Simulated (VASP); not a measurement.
# ZrSi4Pd (F-43m) in VASP: density of states with PBE

Aim: the density of states of ZrSi4Pd with PBE.

Everything below comes from runs of VASP 6.6.1. Logs are shortened: lines on timing, memory, paths and dates and some standing lists are left out, and cuts for length are marked.

### 1 The cell of the first run

Symmetry: F-43m, No. 216, cubic system. Conventional cell: a = 7.130 Å, b = 7.130 Å, c = 7.130 Å, α = 90.00°, β = 90.00°, γ = 90.00°. Zr (site symmetry -43m) has 12 Si at 2.96 Å and 4 Pd at 3.09 Å within 3.9 Å. Within 3.3 Å of Si (site symmetry 3m) lie 6 Si at 2.49 to 2.55 Å and 3 Pd at 2.95 Å and 3 Zr at 2.96 Å. Pd (site symmetry -43m) has 12 Si at 2.95 Å and 4 Zr at 3.09 Å within 3.9 Å.

### 2 Density of states, PBE

POSCAR

```
ZrSi4Pd
1.0
    0.0000000000      3.5650779721      3.5650779721
    3.5650779721      0.0000000000      3.5650779721
    3.5650779721      3.5650779721      0.0000000000
Zr Si Pd
1 4 1
Direct
    0.2500000000      0.2500000000      0.2500000000
    0.6265206099      0.1204381702      0.6265206099
    0.6265206099      0.6265206099      0.6265206099
    0.1204381702      0.6265206099      0.6265206099
    0.6265206099      0.6265206099      0.1204381702
    0.0000000000      0.0000000000      0.0000000000
```

INCAR.step1

```
SYSTEM = ZrSi4Pd
ALGO = Normal
EDIFF = 1E-7
ENCUT = 520
GGA = PE
ISIF = 2
ISMEAR = 0
LASPH = .True.
LCHARG = .True.
LMAXMIX = 4
LREAL = .False.
LWAVE = .False.
NBANDS = 28
NELM = 100
PREC = Accurate
SIGMA = 0.1
```

KPOINTS.step1

```
k-points
0
Gamma
  10 10 10
  0 0 0
```

INCAR.step2

```
SYSTEM = ZrSi4Pd
ALGO = Normal
EDIFF = 1E-7
ENCUT = 520
GGA = PE
ICHARG = 11
ISIF = 2
ISMEAR = -5
LASPH = .True.
LCHARG = .False.
LMAXMIX = 4
LORBIT = 11
LREAL = .False.
LWAVE = .False.
NEDOS = 1001
NELM = 100
PREC = Accurate
SIGMA = 0.1
```

KPOINTS.step2

```
k-points
0
Gamma
  15 15 15
  0 0 0
```

Potentials or basis: VASP PAW PBE potentials, release 64 (Zr_sv, Si, Pd).

Run with:

```sh
$ cat potpaw_PBE.64/Zr_sv/POTCAR potpaw_PBE.64/Si/POTCAR potpaw_PBE.64/Pd/POTCAR > POTCAR
$ cp INCAR.step1 INCAR
$ cp KPOINTS.step1 KPOINTS
$ mpirun -np 1 vasp_std > vasp.out
$ cp INCAR.step2 INCAR
$ cp KPOINTS.step2 KPOINTS
$ mpirun -np 1 vasp_std > vasp.out
```

OUTCAR:

```text
SYSTEM = ZrSi4Pd
   EDIFF = 1E-7
   ENCUT = 520
   GGA = PE
   ICHARG = 11
   ISIF = 2
   ISMEAR = -5
   LASPH = .True.
   LORBIT = 11
   LREAL = .False.
   NELM = 100
   PREC = Accurate

 ion  position               nearest neighbor table
   1  0.250  0.250  0.250-   2 2.96   4 2.96   5 2.96   3 2.96   3 2.96   3 2.96   2 2.96   4 2.96
                             5 2.96   2 2.96   4 2.96   5 2.96   6 3.09   6 3.09   6 3.09   6 3.09
   2  0.627  0.120  0.627-   3 2.49   4 2.49   5 2.49   5 2.55   3 2.55   4 2.55   6 2.95   6 2.95
                             6 2.95   1 2.96   1 2.96   1 2.96
   3  0.627  0.627  0.627-   2 2.49   4 2.49   5 2.49   5 2.55   2 2.55   4 2.55   6 2.95   6 2.95
                             6 2.95   1 2.96   1 2.96   1 2.96
   4  0.120  0.627  0.627-   2 2.49   3 2.49   5 2.49   3 2.55   5 2.55   2 2.55   6 2.95   6 2.95
                             6 2.95   1 2.96   1 2.96   1 2.96
   5  0.627  0.627  0.120-   2 2.49   3 2.49   4 2.49   3 2.55   2 2.55   4 2.55   6 2.95   6 2.95
                             6 2.95   1 2.96   1 2.96   1 2.96
   6  0.000  0.000  0.000-   2 2.95   5 2.95   4 2.95   5 2.95   2 2.95   4 2.95   3 2.95   3 2.95
                             3 2.95   2 2.95   4 2.95   5 2.95   1 3.09   1 3.09   1 3.09   1 3.09

  LATTYP: Found a face centered cubic cell.
 ALAT       =     7.1301559442

  Lattice vectors:

 A1 = (   0.0000000000,   3.5650779721,   3.5650779721)
 A2 = (   3.5650779721,   0.0000000000,   3.5650779721)
 A3 = (   3.5650779721,   3.5650779721,   0.0000000000)

Analysis of symmetry for initial positions (statically):
[... 5 lines left out ...]
 face centered cubic supercell.

 Subroutine GETGRP returns: Found 24 space group operations
 (whereof 24 operations were pure point group operations)
 out of a pool of 48 trial point group operations.

The static configuration has the point symmetry T_d .

Analysis of symmetry for dynamics (positions and initial velocities):
[... 5 lines left out ...]
 face centered cubic supercell.

 Subroutine GETGRP returns: Found 24 space group operations
 (whereof 24 operations were pure point group operations)
 out of a pool of 48 trial point group operations.

The dynamic configuration has the point symmetry T_d .

 Subroutine INISYM returns: Found 24 space group operations
 (whereof 24 operations are pure point group operations),
 and found     1 'primitive' translations

----------------------------------------------------------------------------------------

                                     Primitive cell

  volume of cell :      90.6227

  direct lattice vectors                    reciprocal lattice vectors
     0.000000000  3.565077972  3.565077972    -0.140249387  0.140249387  0.140249387
     3.565077972  0.000000000  3.565077972     0.140249387 -0.140249387  0.140249387
     3.565077972  3.565077972  0.000000000     0.140249387  0.140249387 -0.140249387

  length of vectors
     5.041781619  5.041781619  5.041781619     0.242919064  0.242919064  0.242919064

  position of ions in fractional coordinates (direct lattice)
     0.250000000  0.250000000  0.250000000
     0.626520610  0.120438170  0.626520610
     0.626520610  0.626520610  0.626520610
     0.120438170  0.626520610  0.626520610
     0.626520610  0.626520610  0.120438170
     0.000000000  0.000000000  0.000000000

  ion indices of the primitive-cell ions
   primitive index   ion index
                 1           1
                 2           2
                 3           3
                 4           4
                 5           5
                 6           6

----------------------------------------------------------------------------------------

 KPOINTS: k-points

Automatic generation of k-mesh.
 Grid dimensions read from file:
 generate k-points for:   15   15   15

 Generating k-lattice:

  Cartesian coordinates                     Fractional coordinates (reciprocal lattice)
    -0.009349959  0.009349959  0.009349959     0.066666667  0.000000000  0.000000000
     0.009349959 -0.009349959  0.009349959     0.000000000  0.066666667  0.000000000
     0.009349959  0.009349959 -0.009349959     0.000000000  0.000000000  0.066666667

  Length of vectors
     0.016194604  0.016194604  0.016194604

  Shift w.r.t. Gamma in fractional coordinates (k-lattice)
     0.000000000  0.000000000  0.000000000

 TETIRR: Found    484 inequivalent tetrahedra from    20250

 Subroutine IBZKPT returns following result:
 ===========================================

 Found    120 irreducible k-points:

 Following reciprocal coordinates:
            Coordinates               Weight
  0.000000  0.000000  0.000000      1.000000
  0.066667  0.000000  0.000000      8.000000
  0.133333  0.000000  0.000000      8.000000
  0.200000  0.000000  0.000000      8.000000
  0.266667  0.000000  0.000000      8.000000
  0.333333  0.000000  0.000000      8.000000
[... 16 lines left out ...]
  0.133333  0.133333  0.000000      6.000000
  0.200000  0.133333  0.000000     24.000000
 [... further k-points ...]
   k-points           NKPTS =    120   k-points in BZ     NKDIM =    120   number of bands    NBANDS=     23
   number of dos      NEDOS =   1001   number of ions     NIONS =      6
   total plane-waves  NPLWV =  64000
   dimension x,y,z NGX =    40 NGY =   40 NGZ =   40
   dimension x,y,z NGXF=    80 NGYF=   80 NGZF=   80
   ions per type =               1   4   1
   NGX,Y,Z   is equivalent  to a cutoff of  13.19, 13.19, 13.19 a.u.
   NGXF,Y,Z  is equivalent  to a cutoff of  26.38, 26.38, 26.38 a.u.
 SYSTEM =  ZrSi4Pd
   PREC   = accura    normal or accurate (medium, high low for compatibility)
   ISTART =      0    job   : 0-new  1-cont  2-samecut
   ICHARG =     11    charge: 1-file 2-atom 10-const
   ISPIN  =      1    spin polarized calculation?
   LNONCOLLINEAR =      F non collinear calculations
   LSORBIT =      F    spin-orbit coupling
   LASPH  =      T    aspherical Exc in radial PAW
   ENCUT  =  520.0 eV  38.22 Ry    6.18 a.u.   9.37  9.37  9.37*2*pi/ulx,y,z
   NELM   =    100;   NELMIN=  2; NELMDL=  0     # of ELM steps
   EDIFF  = 0.1E-06   stopping-criterion for ELM
   LREAL  =      F    real-space projection
   EDIFFG = 0.1E-05   stopping-criterion for IOM
   NSW    =      0    number of steps for IOM
   IBRION =     -1    ionic relax: 0-MD 1-quasi-New 2-CG
   NFREE  =      0    steps in history (QN), initial steepest desc. (CG)
   ISIF   =      2    stress and relaxation
   ISYM   =      2    0-nonsym 1-usesym 2-fastsym
   POTIM  = 0.5000    time-step for ionic-motion
   TEBEG  =    0.0;   TEEND  =   0.0 temperature during run
   PSTRESS=    0.0 pullay stress
   NELECT =      38.0000    total number of electrons
   NUPDOWN=      -1.0000    fix difference up-down
   EMIN   =  10.00;   EMAX   =-10.00  energy-range for DOS
   EFERMI =   0.00;   METHOD = LEGACY
   ISMEAR =    -5;   SIGMA  =   0.10  broadening in eV -4-tet -1-fermi 0-gaus
   EFERMI_NEDOS =   21; number of points for ismear=-14 and -15
   IALGO  =     38    algorithm
   IMIX   =      4    mixing-type and parameters
     AMIX     =   0.40;   BMIX     =  1.00
     AMIX_MAG =   1.60;   BMIX_MAG =  1.00
  volume/ion in A,a.u.               =      15.10       101.93
  Fermi-wavevector in a.u.,A,eV,Ry     =   1.225341  2.315559 20.428614  1.501461
  Thomas-Fermi vector in A             =   2.360383
   LORBIT       =     11    0 simple, 1 ext, 2 COOP (PROOUT), +10 PAW based schemes
   GGA     = PE    functional components
   LHFCALC =     F    Hartree Fock is set to
   AEXX    =    0.0000 exact exchange contribution
   IVDW    =     0    specifies the selected vdW correction
   LEPSILON=     F    determine dielectric tensor
   LRPA    =     F    only Hartree local field effects (RPA)
 non-spin polarized calculation
 Fermi weights with tetrahedron method with Bloechl corrections
  energy-cutoff  :      520.00
  volume of cell :       90.62
 maximum number of plane-waves:      2461
 NGX is ok and might be reduce to    40

 number of electron      37.9999997 magnetization

 Free energy of the ion-electron system (eV)
  ---------------------------------------------------
  ext. energy  EPLUGINS =         0.00000000
  ---------------------------------------------------
  free energy    TOTEN  =       -36.21047430 eV

  energy without entropy =      -36.21047430  energy(sigma->0) =      -36.21047430

 E-fermi :  10.7010     XC(G=0): -11.7085

 val. band max:       10.6917983401   @ k =  -0.3333   0.3333   0.1333
 cond. band min:      10.6763066529   @ k =  -0.2000   0.2000   0.0667
 fundamental gap:     -0.0154916873
 Fermi energy:        10.7009907043

 k-point     1 :       0.0000    0.0000    0.0000
  band No.  band energies     occupation
      1     -38.3796      2.00000
      2     -16.4585      2.00000
      3     -16.4585      2.00000
      4     -16.4585      2.00000
      5      -2.8526      2.00000
      6       3.3645      2.00000
[... 15 lines left out ...]
     22      12.8097      0.00000
     23      12.8097      0.00000

 k-point     2 :       0.0667    0.0000    0.0000
  band No.  band energies     occupation
      1     -38.3796      2.00000
      2     -16.4592      2.00000
      3     -16.4586      2.00000
      4     -16.4586      2.00000
      5      -2.8174      2.00000
      6       3.1394      2.00000
[... 15 lines left out ...]
     22      12.7303      0.00000
     23      12.7303      0.00000

 k-point     3 :       0.1333    0.0000    0.0000
  band No.  band energies     occupation
      1     -38.3795      2.00000
      2     -16.4611      2.00000
      3     -16.4588      2.00000
      4     -16.4588      2.00000
      5      -2.7131      2.00000
      6       2.6444      2.00000
[... 15 lines left out ...]
     22      12.5152      0.00000
     23      12.5152      0.00000
[... 495 lines left out ...]
 k-point    23 :       0.1333    0.1333    0.0000
  band No.  band energies     occupation
      1     -38.3795      2.00000
      2     -16.4611      2.00000
      3     -16.4593      2.00000
      4     -16.4593      2.00000
      5      -2.6671      2.00000
      6       2.4803      2.00000
[... 15 lines left out ...]
     22      12.3208      0.00000
     23      12.3208      0.00000

 k-point    24 :       0.2000    0.1333    0.0000
  band No.  band energies     occupation
      1     -38.3795      2.00000
      2     -16.4629      2.00000
      3     -16.4598      2.00000
      4     -16.4596      2.00000
      5      -2.5432      2.00000
      6       2.0948      2.00000
[... 15 lines left out ...]
     22      12.0863      0.00000
     23      12.3770      0.00000

 [... further k-points ...]
[... 5 lines left out ...]
  --------------------------------------------------------------------------------------
  -------------------------------------------------------------------------------------
  Total        0.0409805      0.0409805      0.0409805      0.0000000      0.0000000     -0.0000000
  in kB        0.7245214      0.7245214      0.7245214      0.0000000      0.0000000     -0.0000000
  external PRESSURE =       0.7245214 kB  Pullay stress =       0.0000000 kB

 VOLUME and BASIS-vectors are now :
 -----------------------------------------------------------------------------
  energy-cutoff  :      520.00
  volume of cell :       90.62
      direct lattice vectors                 reciprocal lattice vectors
     0.000000000  3.565077972  3.565077972    -0.140249387  0.140249387  0.140249387
     3.565077972  0.000000000  3.565077972     0.140249387 -0.140249387  0.140249387
     3.565077972  3.565077972  0.000000000     0.140249387  0.140249387 -0.140249387

 POSITION                                       TOTAL-FORCE (eV/Angst)
 -----------------------------------------------------------------------------------
      1.78254      1.78254      1.78254        -0.000000     -0.000000     -0.000000
      2.66297      4.46719      2.66297        -0.007386      0.007386     -0.007386
      4.46719      4.46719      4.46719         0.007386      0.007386      0.007386
      4.46719      2.66297      2.66297         0.007386     -0.007386     -0.007386
      2.66297      2.66297      4.46719        -0.007386     -0.007386      0.007386
      0.00000      0.00000      0.00000        -0.000000     -0.000000     -0.000000
 -----------------------------------------------------------------------------------
    total drift:                                0.000181      0.000181      0.000181

  FREE ENERGIE OF THE ION-ELECTRON SYSTEM (eV)
  ---------------------------------------------------
  free  energy   TOTEN  =       -36.2104742960 eV

  energy  without entropy=      -36.2104742960  energy(sigma->0) =      -36.21047430

 total charge

# of ion       s       p       d       tot
------------------------------------------
    1        2.144   5.971   1.674   9.788
    2        0.769   0.824   0.000   1.593
    3        0.769   0.824   0.000   1.593
    4        0.769   0.824   0.000   1.593
    5        0.769   0.824   0.000   1.593
    6        0.417   0.357   8.646   9.420
--------------------------------------------------
tot          5.638   9.623  10.320  25.581
```

Run time: 4 min. Hardware: 1 thread of Intel Xeon 6975P-C (Granite Rapids), shared host; peak memory 0.41 GiB.

Results:

- Valence electrons inside the program's atomic spheres: Zr 9.79; Si 1.59; Pd 9.42

Caveat: tetrahedron occupations give inexact forces and stress in metals.
